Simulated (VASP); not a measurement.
# C (R-3m) in VASP: a series of runs

C is run at these levels: PBEsol+D3(BJ); tasks: single point, relaxation of cell and atoms.

All numbers are computed with VASP 6.6.1; they aren't measurements. Logs are shortened: lines on timing, memory, paths and dates and some standing lists are left out, and cuts for length are marked.

**1. The cell of the first run**

It takes space group R-3m (No. 166, trigonal). The conventional cell has a = 2.459 Å, b = 2.459 Å, c = 9.797 Å, α = 90.00°, β = 90.00°, γ = 120.00°. Within 1.9 Å of C (site symmetry 3m) lie 3 C at 1.42 Å.

**2. Single point, PBEsol+D3(BJ)**

Contents of INCAR:

```
PREC = Accurate ; ENCUT = 520
EDIFF = 1E-6 ; ISMEAR = 0
SIGMA = 0.1 ; LREAL = False
LASPH = True ; NELM = 60
ALGO = Normal ; ISIF = 2
LWAVE = False ; LCHARG = True
GGA = PS ; IVDW = 12
LELF = True ; LVHAR = True
NBANDS = 11
```

Contents of KPOINTS:

```
regular mesh
0
Gamma
  9 9 9
```

Contents of POSCAR:

```
C
1.0
    1.2294631737      0.7098308943      3.2655108896
   -1.2294631737      0.7098308943      3.2655108896
    0.0000000000     -1.4196617886      3.2655108896
C
2
Direct
    0.1665448034      0.1665448034      0.1665448034
    0.8334551966      0.8334551966      0.8334551966
```

Potentials or basis: VASP PAW PBE potentials, release 64 (C).

The run is started by

```
$ cat potpaw_PBE.64/C/POTCAR > POTCAR
$ mpirun -np 1 vasp_std > vasp.out
```

OUTCAR:

```text
PREC = Accurate
   ENCUT = 520
   EDIFF = 1E-6
   ISMEAR = 0
   LREAL = False
   LASPH = True
   NELM = 60
   ISIF = 2
   GGA = PS
   IVDW = 12
 IVDW          = 12

 ion  position               nearest neighbor table
   1  0.167  0.167  0.167-   2 1.42   2 1.42   2 1.42
   2  0.833  0.833  0.833-   1 1.42   1 1.42   1 1.42

  LATTYP: Found a trigonal (rhomboedric) cell.
 ALAT       =     3.5607584816
 COS(alpha) =     0.7615617035

  Lattice vectors:

 A1 = (   1.2294631737,   0.7098308943,   3.2655108896)
 A2 = (  -1.2294631737,   0.7098308943,   3.2655108896)
 A3 = (   0.0000000000,  -1.4196617886,   3.2655108896)

Analysis of symmetry for initial positions (statically):
=====================================================================
 Subroutine PRICEL returns:
 Original cell was already a primitive cell.

 Routine SETGRP: Setting up the symmetry group for a
 trigonal (rhombohedral) supercell.

 Subroutine GETGRP returns: Found 12 space group operations
 (whereof 12 operations were pure point group operations)
 out of a pool of 12 trial point group operations.

The static configuration has the point symmetry D_3d.

Analysis of symmetry for dynamics (positions and initial velocities):
=====================================================================
 Subroutine PRICEL returns:
 Original cell was already a primitive cell.

 Routine SETGRP: Setting up the symmetry group for a
 trigonal (rhombohedral) supercell.

 Subroutine GETGRP returns: Found 12 space group operations
 (whereof 12 operations were pure point group operations)
 out of a pool of 12 trial point group operations.

The dynamic configuration has the point symmetry D_3d.

 Subroutine INISYM returns: Found 12 space group operations
 (whereof 12 operations are pure point group operations),
 and found     1 'primitive' translations

----------------------------------------------------------------------------------------

                                     Primitive cell

  volume of cell :      17.0991

  direct lattice vectors                    reciprocal lattice vectors
     1.229463174  0.709830894  3.265510890     0.406681559  0.234797707  0.102076932
    -1.229463174  0.709830894  3.265510890    -0.406681559  0.234797707  0.102076932
     0.000000000 -1.419661789  3.265510890     0.000000000 -0.469595415  0.102076932

  length of vectors
     3.560758482  3.560758482  3.560758482     0.480561707  0.480561707  0.480561707

  position of ions in fractional coordinates (direct lattice)
     0.166544803  0.166544803  0.166544803
     0.833455197  0.833455197  0.833455197

  ion indices of the primitive-cell ions
   primitive index   ion index
                 1           1
                 2           2

----------------------------------------------------------------------------------------

 KPOINTS: regular mesh

Automatic generation of k-mesh.
 Grid dimensions read from file:
 generate k-points for:    9    9    9

 Generating k-lattice:

  Cartesian coordinates                     Fractional coordinates (reciprocal lattice)
     0.045186840  0.026088634  0.011341881     0.111111111 -0.000000000  0.000000000
    -0.045186840  0.026088634  0.011341881    -0.000000000  0.111111111  0.000000000
     0.000000000 -0.052177268  0.011341881     0.000000000  0.000000000  0.111111111

  Length of vectors
     0.053395745  0.053395745  0.053395745

  Shift w.r.t. Gamma in fractional coordinates (k-lattice)
     0.000000000  0.000000000  0.000000000

 Subroutine IBZKPT returns following result:
 ===========================================

 Found     85 irreducible k-points:

 Following reciprocal coordinates:
            Coordinates               Weight
  0.000000  0.000000  0.000000      1.000000
  0.111111  0.000000  0.000000      6.000000
  0.222222  0.000000  0.000000      6.000000
  0.333333 -0.000000  0.000000      6.000000
  0.444444  0.000000  0.000000      6.000000
  0.111111  0.111111  0.000000      6.000000
[... 16 lines left out ...]
 -0.333333  0.333333  0.000000      6.000000
  0.444444  0.444444  0.000000      6.000000
 [... further k-points ...]
   k-points           NKPTS =     85   k-points in BZ     NKDIM =     85   number of bands    NBANDS=     11
   number of dos      NEDOS =    301   number of ions     NIONS =      2
   total plane-waves  NPLWV =  21952
   dimension x,y,z NGX =    28 NGY =   28 NGZ =   28
   dimension x,y,z NGXF=    56 NGYF=   56 NGZF=   56
   ions per type =               2
   NGX,Y,Z   is equivalent  to a cutoff of  13.07, 13.07, 13.07 a.u.
   NGXF,Y,Z  is equivalent  to a cutoff of  26.15, 26.15, 26.15 a.u.
 SYSTEM =  unknown system
   PREC   = accura    normal or accurate (medium, high low for compatibility)
   ISTART =      0    job   : 0-new  1-cont  2-samecut
   ICHARG =      2    charge: 1-file 2-atom 10-const
   ISPIN  =      1    spin polarized calculation?
   LNONCOLLINEAR =      F non collinear calculations
   LSORBIT =      F    spin-orbit coupling
   LASPH  =      T    aspherical Exc in radial PAW
   ENCUT  =  520.0 eV  38.22 Ry    6.18 a.u.   6.62  6.62  6.62*2*pi/ulx,y,z
   NELM   =     60;   NELMIN=  2; NELMDL= -5     # of ELM steps
   EDIFF  = 0.1E-05   stopping-criterion for ELM
   LREAL  =      F    real-space projection
[... 7 lines left out ...]
   TEBEG  =    0.0;   TEEND  =   0.0 temperature during run
   PSTRESS=    0.0 pullay stress
   NELECT =       8.0000    total number of electrons
   NUPDOWN=      -1.0000    fix difference up-down
   EMIN   =  10.00;   EMAX   =-10.00  energy-range for DOS
   EFERMI =   0.00;   METHOD = LEGACY
   ISMEAR =     0;   SIGMA  =   0.10  broadening in eV -4-tet -1-fermi 0-gaus
   EFERMI_NEDOS =   21; number of points for ismear=-14 and -15
   IALGO  =     38    algorithm
   IMIX   =      4    mixing-type and parameters
     AMIX     =   0.40;   BMIX     =  1.00
     AMIX_MAG =   1.60;   BMIX_MAG =  1.00
  volume/ion in A,a.u.               =       8.55        57.70
  Fermi-wavevector in a.u.,A,eV,Ry     =   1.270907  2.401667 21.976205  1.615205
  Thomas-Fermi vector in A             =   2.403869
   LORBIT       =      0    0 simple, 1 ext, 2 COOP (PROOUT), +10 PAW based schemes
   GGA     = PS    functional components
   LHFCALC =     F    Hartree Fock is set to
   AEXX    =    0.0000 exact exchange contribution
   IVDW    =    12    specifies the selected vdW correction
   LEPSILON=     F    determine dielectric tensor
   LRPA    =     F    only Hartree local field effects (RPA)
 non-spin polarized calculation
 Gauss-broadening in eV      SIGMA  =   0.10
  energy-cutoff  :      520.00
  volume of cell :       17.10
 maximum number of plane-waves:       472
   NGX = 13   NGY = 13   NGZ = 13

 number of electron       8.0000000 magnetization

 Free energy of the ion-electron system (eV)
  ---------------------------------------------------
  ext. energy  EPLUGINS =         0.00000000
  ---------------------------------------------------
  free energy    TOTEN  =       -19.27671062 eV

  energy without entropy =      -19.27671062  energy(sigma->0) =      -19.27671062

 E-fermi :   4.8800     XC(G=0): -10.7530

 val. band max:        4.4919953237   @ k =  -0.3333   0.3333   0.0000
 cond. band min:       5.2685997026   @ k =  -0.3333   0.3333   0.0000
 fundamental gap:      0.7766043789
 Fermi energy:         4.8800096639

 k-point     1 :       0.0000    0.0000    0.0000
  band No.  band energies     occupation
      1     -14.8249      2.00000
      2      -1.5620      2.00000
      3       1.9324      2.00000
      4       1.9324      2.00000
      5       9.1361      0.00000
      6      13.2935      0.00000
      7      13.2935      0.00000
      8      16.3312      0.00000
      9      17.8428      0.00000
     10      27.4529      0.00000
     11      31.2337      0.00000

 k-point     2 :       0.1111    0.0000    0.0000
  band No.  band energies     occupation
      1     -14.5240      2.00000
      2      -1.2661      2.00000
      3       0.8141      2.00000
      4       1.3558      2.00000
      5       9.5644      0.00000
      6      13.3967      0.00000
      7      14.5075      0.00000
      8      15.3198      0.00000
      9      18.3724      0.00000
     10      28.1897      0.00000
     11      28.6631      0.00000

 k-point     3 :       0.2222    0.0000    0.0000
  band No.  band energies     occupation
      1     -13.6275      2.00000
      2      -1.7539      2.00000
      3      -0.3883      2.00000
      4       0.1948      2.00000
      5      10.8238      0.00000
      6      12.8108      0.00000
      7      13.3110      0.00000
      8      17.5120      0.00000
      9      19.8609      0.00000
     10      25.0005      0.00000
     11      27.4815      0.00000

 k-point     4 :       0.3333   -0.0000    0.0000
  band No.  band energies     occupation
      1     -12.1594      2.00000
      2      -4.7202      2.00000
      3      -0.8290      2.00000
      4       1.0107      2.00000
      5       9.8638      0.00000
      6      12.6858      0.00000
      7      13.1534      0.00000
      8      20.4797      0.00000
      9      21.2797      0.00000
     10      23.5742      0.00000
     11      25.7666      0.00000

 k-point     5 :       0.4444    0.0000    0.0000
  band No.  band energies     occupation
      1     -10.1961      2.00000
      2      -7.5193      2.00000
      3      -1.3942      2.00000
      4       2.5919      2.00000
      5       7.3844      0.00000
      6      12.6184      0.00000
      7      15.6145      0.00000
      8      18.4916      0.00000
      9      23.5457      0.00000
     10      24.4384      0.00000
     11      24.9054      0.00000
[... 211 lines left out ...]
 k-point    21 :       0.4444    0.3333   -0.0000
  band No.  band energies     occupation
      1     -10.9105      2.00000
      2      -5.9204      2.00000
      3      -2.1509      2.00000
      4       1.3130      2.00000
      5       7.7949      0.00000
      6      13.4860      0.00000
      7      16.0035      0.00000
      8      20.5535      0.00000
      9      21.2562      0.00000
     10      25.2721      0.00000
     11      28.1281      0.00000

 k-point    22 :      -0.4444    0.3333    0.0000
  band No.  band energies     occupation
      1      -9.2879      2.00000
      2      -6.8098      2.00000
      3      -4.3339      2.00000
      4       2.7790      2.00000
      5       6.4834      0.00000
      6      15.8217      0.00000
      7      16.2273      0.00000
      8      20.1873      0.00000
      9      20.6601      0.00000
     10      24.4181      0.00000
     11      27.0656      0.00000

 k-point    23 :      -0.3333    0.3333    0.0000
  band No.  band energies     occupation
      1      -7.7035      2.00000
      2      -7.5802      2.00000
      3      -5.7447      2.00000
      4       4.4920      2.00000
      5       5.2686      0.00000
      6      15.3862      0.00000
      7      17.2073      0.00000
      8      19.9226      0.00000
      9      20.1585      0.00000
     10      23.4598      0.00000
     11      25.7124      0.00000

 k-point    24 :       0.4444    0.4444    0.0000
  band No.  band energies     occupation
      1     -10.0690      2.00000
      2      -7.4020      2.00000
      3      -1.4649      2.00000
      4       1.7548      2.00000
      5       6.6115      0.00000
      6      12.1404      0.00000
      7      17.4517      0.00000
      8      20.7467      0.00000
      9      24.4458      0.00000
     10      24.5636      0.00000
     11      28.9299      0.00000

 [... further k-points ...]

------------------------ aborting loop because EDIFF is reached ----------------------------------------

 Edisp (eV)   -0.22641

 E8    (eV) :    -0.1101

  FORCE on cell =-STRESS in cart. coord.  units (eV):
  Direction    XX          YY          ZZ          XY          YZ          ZX
  --------------------------------------------------------------------------------------
  -------------------------------------------------------------------------------------
  Total       0.09334     0.09334    -0.03053     0.00000    -0.00000    -0.00000
  in kB       8.74636     8.74636    -2.86027     0.00000    -0.00000    -0.00000
  external pressure =        4.88 kB  Pullay stress =        0.00 kB

 VOLUME and BASIS-vectors are now :
 -----------------------------------------------------------------------------
  energy-cutoff  :      520.00
  volume of cell :       17.10
      direct lattice vectors                 reciprocal lattice vectors
     1.229463174  0.709830894  3.265510890     0.406681559  0.234797707  0.102076932
    -1.229463174  0.709830894  3.265510890    -0.406681559  0.234797707  0.102076932
     0.000000000 -1.419661789  3.265510890     0.000000000 -0.469595415  0.102076932

 POSITION                                       TOTAL-FORCE (eV/Angst)
 -----------------------------------------------------------------------------------
      0.00000      0.00000      1.63156         0.000000     -0.000000     -0.008300
      0.00000      0.00000      8.16497         0.000000      0.000000      0.008300
 -----------------------------------------------------------------------------------
    total drift:                               -0.000000      0.000000     -0.000000

  FREE ENERGIE OF THE ION-ELECTRON SYSTEM (eV)
  ---------------------------------------------------
  free  energy   TOTEN  =       -19.5031212856 eV

  energy  without entropy=      -19.5031212853  energy(sigma->0) =      -19.50312129
```

Run time: 13 s. Hardware: 1 thread of Intel Xeon Platinum 8488C (Sapphire Rapids), shared host; peak memory 0.16 GiB.

Results:

| Quantity | Value |
| --- | --- |
| Free energy | -19.5031 eV |
| Pressure | 0.5 GPa |
| Largest force | 0.008 eV/Å |
| Band gap on the k mesh | 0.78 eV, direct |
| Dispersion energy per atom | -0.113 eV |

Forces in eV/Å, atoms in the order of the input:
```
C    0.000  0.000 -0.008
C    0.000  0.000  0.008
```

Caveat: the PAW data sets were made with another functional, which shifts forces and pressure a little. A k mesh can miss the band edges.

(Continued in part 2 of 2.)
